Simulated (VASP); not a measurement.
Input of a VASP 6.6.1 run:

INCAR

```
PREC = Accurate
ENCUT = 520
EDIFF = 1E-7
ISMEAR = 0
SIGMA = 0.15
LREAL = F
LASPH = T
NELM = 100
ALGO = Normal
ISIF = 2
LWAVE = F
LCHARG = F
GGA = PS
NBANDS = 20
```

The input KPOINTS:

```
regular mesh
0
Gamma
  14 14 10
```

Contents of POSCAR:

```
AgI2
1.0
    4.0626997374      0.0000000000      0.0000000000
    0.0000000000      4.0626997374      0.0000000000
    0.0000000000      0.0000000000      6.1833107441
Ag I
1 2
Direct
    0.0000000000      0.0000000000      0.5000000000
    0.5000000000      0.0000000000      0.7910272650
    0.0000000000      0.5000000000      0.2089727350
```

Potentials or basis: VASP PAW PBE potentials, release 64 (Ag, I).

Run with:

```bash
$ cat potpaw_PBE.64/Ag/POTCAR potpaw_PBE.64/I/POTCAR > POTCAR
$ mpirun -np 1 vasp_std > vasp.out
```

(1) Estimate the pressure.

(2) Estimate the largest force.

Answers

(1) 0.0 GPa.

(2) 0.008 eV/Å.

Caveat: the PAW data sets were made with another functional, which shifts forces and pressure a little; an odd number of electrons without spin polarisation forces a metal; a magnetic or distorted state may lie lower.
